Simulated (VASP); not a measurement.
A run of VASP 6.6.1:

The input INCAR:

```
SYSTEM = I
PREC     = Accurate       ! precision mode
ENCUT    = 520            ! plane-wave cutoff, eV
EDIFF    = 1E-6           ! SCF threshold, eV
ISMEAR   = 1              ! smearing method
SIGMA    = 0.01           ! smearing width, eV
LREAL    = .False.        ! projectors in reciprocal space
LASPH    = .True.         ! aspherical terms in the spheres
NELM     = 80             ! most SCF steps
ALGO     = Normal         ! electronic algorithm
ISIF     = 2              ! what is computed and relaxed
LWAVE    = .False.        ! write WAVECAR
LCHARG   = .False.        ! write CHGCAR
GGA      = PS             ! functional
IVDW     = 12             ! dispersion correction
NBANDS   = 10             ! bands
```

Contents of KPOINTS:

```
regular mesh
0
Gamma
  8 8 8
  0 0 0
```

File POSCAR:

```
I
1.0
   -1.6174600000      1.6174600000      4.2648100000
    1.6174600000     -1.6174600000      4.2648100000
    1.6174600000      1.6174600000     -4.2648100000
I
1
Direct
    0.0000000000      0.0000000000      0.0000000000
```

Potentials or basis: VASP PAW PBE potentials, release 64 (I).

Command:

```console
$ cat potpaw_PBE.64/I/POTCAR > POTCAR
$ mpirun -np 1 vasp_std > vasp.out
```

Hardware: 1 thread of Intel(R) Xeon(R) 6975P-C (Granite Rapids) (shared host).

Task: How long does it take, and how much memory?

Result: Wall time 12 s on 1 thread of Intel(R) Xeon(R) 6975P-C (Granite Rapids), with other jobs on the host, peak memory 0.21 GiB. Counts: scf iterations 11, k points 59.
